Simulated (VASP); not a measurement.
A run of VASP 6.6.1:

The input POSCAR:

```
GaSb
1.0
    0.0000000000      3.0590000000      3.0590000000
    3.0590000000      0.0000000000      3.0590000000
    3.0590000000      3.0590000000      0.0000000000
Ga Sb
1 1
Direct
    0.0000000000      0.0000000000      0.0000000000
    0.2500000000      0.2500000000      0.2500000000
```

INCAR.step1

```
PREC = Accurate
ENCUT = 600
ISMEAR = 0
SIGMA = 0.02
LREAL = False
LASPH = True
NELM = 100
GGA = PE
ALGO = Normal
EDIFF = 1E-4
LWAVE = True
LCHARG = False
```

Contents of INCAR.step2:

```
PREC = Accurate
ENCUT = 600
EDIFF = 1E-6
ISMEAR = 0
SIGMA = 0.02
LREAL = False
LASPH = True
NELM = 100
ALGO = Normal
ISIF = 3
LWAVE = False
LCHARG = False
METAGGA = R2SCAN
LMIXTAU = True
IBRION = 2
NSW = 100
EDIFFG = -0.002
ISTART = 1
```

Contents of KPOINTS:

```
Automatic mesh
0
Gamma
  10 10 10
```

Potentials or basis: VASP PAW PBE potentials, release 64 (Ga_d, Sb).

Command:

```bash
$ cat potpaw_PBE.64/Ga_d/POTCAR potpaw_PBE.64/Sb/POTCAR > POTCAR
$ cp INCAR.step1 INCAR
$ mpirun -np 1 vasp_std > vasp.out
$ cp INCAR.step2 INCAR
$ mpirun -np 1 vasp_std > vasp.out
```

Hardware: 1 thread of AMD EPYC 9R45 96-Core Processor (Zen 5), with other jobs on the host.

Estimate the wall time of this run.

Run time: 5.6 min on 1 thread of AMD EPYC 9R45 96-Core Processor (Zen 5), with other jobs on the host, peak memory 0.22 GiB. Counts: k points 47, ion steps 4.
